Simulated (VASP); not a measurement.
# PbF2 (Pnma) in VASP: notebook, part 2 of 2

VASP 6.6.1. Earlier steps stand in the parts before.

### 3 Electric field gradients, r2SCAN

The input, POSCAR:

```
PbF2
1.0
    6.4081039300      0.0000000000      0.0000000000
    0.0000000000      3.8796427700      0.0000000000
    0.0000000000      0.0000000000      7.6637946300
Pb F
4 8
Direct
    0.2550794700      0.2500000000      0.8940555400
    0.7449205300      0.7500000000      0.1059444600
    0.7550794700      0.2500000000      0.6059444600
    0.2449205300      0.7500000000      0.3940555400
    0.4740967600      0.2500000000      0.1534794100
    0.5259032400      0.7500000000      0.8465205900
    0.9740967600      0.2500000000      0.3465205900
    0.0259032400      0.7500000000      0.6534794100
    0.6407953000      0.7500000000      0.4348646200
    0.3592047000      0.2500000000      0.5651353800
    0.1407953000      0.7500000000      0.0651353800
    0.8592047000      0.2500000000      0.9348646200
```

The input, INCAR.step1:

```
PREC     = Accurate       # precision mode
ENCUT    = 520            # plane-wave cutoff, eV
ISMEAR   = -1             # smearing method
SIGMA    = 0.02           # smearing width, eV
LREAL    = F              # projectors in reciprocal space
LASPH    = T              # aspherical terms in the spheres
NELM     = 100            # most SCF steps
NBANDS   = 68             # bands
GGA      = PE             # functional
ALGO     = Normal         # electronic algorithm
EDIFF    = 1E-4           # SCF threshold, eV
LWAVE    = T              # write WAVECAR
LCHARG   = F              # write CHGCAR
```

The input, INCAR.step2:

```
PREC     = Accurate       # precision mode
ENCUT    = 520            # plane-wave cutoff, eV
EDIFF    = 1E-8           # SCF threshold, eV
ISMEAR   = -1             # smearing method
SIGMA    = 0.02           # smearing width, eV
LREAL    = F              # projectors in reciprocal space
LASPH    = T              # aspherical terms in the spheres
NELM     = 100            # most SCF steps
ALGO     = Normal         # electronic algorithm
ISIF     = 2              # what is computed and relaxed
LWAVE    = F              # write WAVECAR
LCHARG   = F              # write CHGCAR
METAGGA  = R2SCAN         # meta-GGA
LMIXTAU  = T            
LEFG     = T            
NBANDS   = 68             # bands
ISTART   = 1
```

The input, KPOINTS:

```
Automatic mesh
0
Gamma
  4 6 3
```

Potentials or basis: VASP PAW PBE potentials, release 64 (Pb_d, F).

Launch:

```sh
cat potpaw_PBE.64/Pb_d/POTCAR potpaw_PBE.64/F/POTCAR > POTCAR
cp INCAR.step1 INCAR
mpirun -np 1 vasp_std > vasp.out
cp INCAR.step2 INCAR
mpirun -np 1 vasp_std > vasp.out
```

OUTCAR:

```text
PREC = Accurate
   ENCUT = 520
   EDIFF = 1E-8
   ISMEAR = -1
   LREAL = F
   LASPH = T
   NELM = 100
   ISIF = 2
   METAGGA = R2SCAN
   ISTART = 1

 ion  position               nearest neighbor table
   1  0.255  0.250  0.894-   5 2.43  11 2.45  11 2.45  12 2.56  10 2.61   6 2.63   6 2.63   3 3.89
                             3 3.89   2 4.03   2 4.03   2 4.13   2 4.13
   2  0.745  0.750  0.106-   6 2.43  12 2.45  12 2.45  11 2.56   9 2.61   5 2.63   5 2.63   4 3.89
                             4 3.89   1 4.03   1 4.03   1 4.13   1 4.13
   3  0.755  0.250  0.606-   7 2.43   9 2.45   9 2.45  10 2.56  12 2.61   8 2.63   8 2.63   1 3.89
                             1 3.89   4 4.03   4 4.03   4 4.13   4 4.13
   4  0.245  0.750  0.394-   8 2.43  10 2.45  10 2.45   9 2.56  11 2.61   7 2.63   7 2.63   2 3.89
                             2 3.89   3 4.03   3 4.03   3 4.13   3 4.13
   5  0.474  0.250  0.153-   1 2.43   2 2.63   2 2.63
   6  0.526  0.750  0.847-   2 2.43   1 2.63   1 2.63
   7  0.974  0.250  0.347-   3 2.43   4 2.63   4 2.63
   8  0.026  0.750  0.653-   4 2.43   3 2.63   3 2.63
   9  0.641  0.750  0.435-   3 2.45   3 2.45   4 2.56   2 2.61
  10  0.359  0.250  0.565-   4 2.45   4 2.45   3 2.56   1 2.61
  11  0.141  0.750  0.065-   1 2.45   1 2.45   2 2.56   4 2.61
  12  0.859  0.250  0.935-   2 2.45   2 2.45   1 2.56   3 2.61

  LATTYP: Found a simple orthorhombic cell.
 ALAT       =     3.8796427700
 B/A-ratio  =     1.6517252515
 C/A-ratio  =     1.9753866746

  Lattice vectors:

 A1 = (   0.0000000000,  -3.8796427700,   0.0000000000)
 A2 = (   6.4081039300,   0.0000000000,   0.0000000000)
 A3 = (   0.0000000000,   0.0000000000,   7.6637946300)

Analysis of symmetry for initial positions (statically):
=====================================================================
 Subroutine PRICEL returns:
 Original cell was already a primitive cell.

 Routine SETGRP: Setting up the symmetry group for a
 simple orthorhombic supercell.

 Subroutine GETGRP returns: Found  8 space group operations
 (whereof  2 operations were pure point group operations)
 out of a pool of  8 trial point group operations.

The static configuration has the point symmetry S_2 .
 The point group associated with its full space group is D_2h.

Analysis of symmetry for dynamics (positions and initial velocities):
=====================================================================
 Subroutine PRICEL returns:
 Original cell was already a primitive cell.

 Routine SETGRP: Setting up the symmetry group for a
 simple orthorhombic supercell.

 Subroutine GETGRP returns: Found  8 space group operations
 (whereof  2 operations were pure point group operations)
 out of a pool of  8 trial point group operations.

The dynamic configuration has the point symmetry S_2 .
 The point group associated with its full space group is D_2h.

 Subroutine INISYM returns: Found  8 space group operations
 (whereof  2 operations are pure point group operations),
 and found     1 'primitive' translations

[... 169 lines left out ...]
  band No.  band energies     occupation
      1     -20.3710      2.00000
      2     -20.2598      2.00000
      3     -20.0287      2.00000
      4     -20.0181      2.00000
      5     -19.7396      2.00000
      6     -19.7087      2.00000
[... 1693 lines left out ...]
     67      10.7057      0.00000
     68      10.7057      0.00000

------------------------ aborting loop because EDIFF is reached ----------------------------------------

  FORCE on cell =-STRESS in cart. coord.  units (eV):
  Direction    XX          YY          ZZ          XY          YZ          ZX
  --------------------------------------------------------------------------------------
  -------------------------------------------------------------------------------------
  Total        0.1333849      0.0641155      0.1231736     -0.0000000      0.0000000      0.0000000
  in kB        1.1216361      0.5391490      1.0357698     -0.0000000      0.0000000      0.0000000
  external PRESSURE =       0.8988516 kB  Pullay stress =       0.0000000 kB

 VOLUME and BASIS-vectors are now :
 -----------------------------------------------------------------------------
  energy-cutoff  :      520.00
  volume of cell :      190.53
      direct lattice vectors                 reciprocal lattice vectors
     6.408103930  0.000000000  0.000000000     0.156052400  0.000000000  0.000000000
     0.000000000  3.879642770  0.000000000     0.000000000  0.257755690  0.000000000
     0.000000000  0.000000000  7.663794630     0.000000000  0.000000000  0.130483664

 POSITION                                       TOTAL-FORCE (eV/Angst)
 -----------------------------------------------------------------------------------
      1.63458      0.96991      6.85186         0.001792     -0.000000     -0.001023
      4.77353      2.90973      0.81194        -0.001792     -0.000000      0.001023
      4.83863      0.96991      4.64383         0.001792      0.000000      0.001023
      1.56948      2.90973      3.01996        -0.001792     -0.000000     -0.001023
      3.03806      0.96991      1.17623        -0.010735     -0.000000      0.010791
      3.37004      2.90973      6.48756         0.010735     -0.000000     -0.010791
      6.24211      0.96991      2.65566        -0.010735      0.000000     -0.010791
      0.16599      2.90973      5.00813         0.010735      0.000000      0.010791
      4.10628      2.90973      3.33271        -0.000507      0.000000      0.005429
      2.30182      0.96991      4.33108         0.000507      0.000000     -0.005429
      0.90223      2.90973      0.49918        -0.000507      0.000000     -0.005429
      5.50587      0.96991      7.16461         0.000507      0.000000      0.005429
 -----------------------------------------------------------------------------------
    total drift:                                0.000000      0.000000      0.000000

  FREE ENERGIE OF THE ION-ELECTRON SYSTEM (eV)
  ---------------------------------------------------
  free  energy   TOTEN  =      -280.6210680908 eV

  energy  without entropy=     -280.6210680908  energy(sigma->0) =     -280.62106809

 Electric field gradients (V/A^2)
---------------------------------------------------------------------
 ion       V_xx      V_yy      V_zz      V_xy      V_xz      V_yz
---------------------------------------------------------------------
   1      25.748     8.355   -34.103     0.000    -7.118     0.000
   2      25.748     8.355   -34.103     0.000    -7.118    -0.000
   3      25.748     8.355   -34.103    -0.000     7.118    -0.000
   4      25.748     8.355   -34.103     0.000     7.118    -0.000
   5       3.498    -1.573    -1.925     0.000    10.381     0.000
   6       3.498    -1.573    -1.925     0.000    10.381    -0.000
   7       3.498    -1.573    -1.925    -0.000   -10.381    -0.000
   8       3.498    -1.573    -1.925     0.000   -10.381    -0.000
   9      -8.855     6.506     2.349     0.000    15.459     0.000
  10      -8.855     6.506     2.349     0.000    15.459    -0.000
  11      -8.855     6.506     2.349     0.000   -15.459     0.000
  12      -8.855     6.506     2.349     0.000   -15.459     0.000
---------------------------------------------------------------------

 Electric field gradients after diagonalization (V/A^2)
 (convention: |V_zz| > |V_xx| > |V_yy|)
----------------------------------------------------------------------
 ion       V_xx      V_yy      V_zz     asymmetry (V_yy - V_xx)/ V_zz
----------------------------------------------------------------------
   1      26.583     8.355   -34.938       0.522
   2      26.583     8.355   -34.938       0.522
   3      26.583     8.355   -34.938       0.522
   4      26.583     8.355   -34.938       0.522
   5      -9.942    -1.573    11.515       0.727
   6      -9.942    -1.573    11.515       0.727
   7      -9.942    -1.573    11.515       0.727
   8      -9.942    -1.573    11.515       0.727
   9      13.190     6.506   -19.696       0.339
  10      13.190     6.506   -19.696       0.339
  11      13.190     6.506   -19.696       0.339
  12      13.190     6.506   -19.696       0.339
----------------------------------------------------------------------

           NMR quadrupolar parameters

 Cq : quadrupolar parameter    Cq=e*Q*V_zz/h
 eta: asymmetry parameters     (V_yy - V_xx)/ V_zz
 Q  : nuclear electric quadrupole moment in mb (millibarn)
----------------------------------------------------------------------
 ion       Cq(MHz)       eta       Q (mb)
----------------------------------------------------------------------
   1      -0.084       0.522       1.000
   2      -0.084       0.522       1.000
   3      -0.084       0.522       1.000
   4      -0.084       0.522       1.000
   5       0.028       0.727       1.000
   6       0.028       0.727       1.000
   7       0.028       0.727       1.000
   8       0.028       0.727       1.000
   9      -0.048       0.339       1.000
  10      -0.048       0.339       1.000
  11      -0.048       0.339       1.000
  12      -0.048       0.339       1.000
----------------------------------------------------------------------
```

It took 12 min on 1 thread of Intel Xeon 6975P-C (Granite Rapids), shared host; peak memory 0.44 GiB.

What came out:

| Quantity | Value |
| --- | --- |
| Free energy | -280.6211 eV |
| Pressure | 0.1 GPa |
| Largest force | 0.015 eV/Å |
| Band gap on the k mesh | 4.76 eV, indirect (least direct gap 5.01 eV) |

Forces on the atoms (eV/Å):
```
Pb   0.002  0.000 -0.001
Pb  -0.002  0.000  0.001
Pb   0.002  0.000  0.001
Pb  -0.002  0.000 -0.001
F   -0.011  0.000  0.011
F    0.011  0.000 -0.011
F   -0.011  0.000 -0.011
F    0.011  0.000  0.011
F   -0.001  0.000  0.005
F    0.001  0.000 -0.005
F   -0.001  0.000 -0.005
F    0.001  0.000  0.005
```

Electric field gradients, principal values (V/Å²):
| atom | least | middle | greatest (by size) |
| --- | --- | --- | --- |
| 1 Pb | 8.355 | 26.583 | -34.938 |
| 2 Pb | 8.355 | 26.583 | -34.938 |
| 3 Pb | 8.355 | 26.583 | -34.938 |
| 4 Pb | 8.355 | 26.583 | -34.938 |
| 5 F | -1.573 | -9.942 | 11.515 |
| 6 F | -1.573 | -9.942 | 11.515 |
| 7 F | -1.573 | -9.942 | 11.515 |
| 8 F | -1.573 | -9.942 | 11.515 |
| 9 F | 6.506 | 13.190 | -19.696 |
| 10 F | 6.506 | 13.190 | -19.696 |
| 11 F | 6.506 | 13.190 | -19.696 |
| 12 F | 6.506 | 13.190 | -19.696 |

Caveat: without QUAD_EFG the Cq values of the log hold for a quadrupole moment of 1 mb, not for the nuclei; the PAW data sets were made with another functional, which shifts forces and pressure a little; spin-orbit coupling is left out, which moves the levels of the heavy elements.
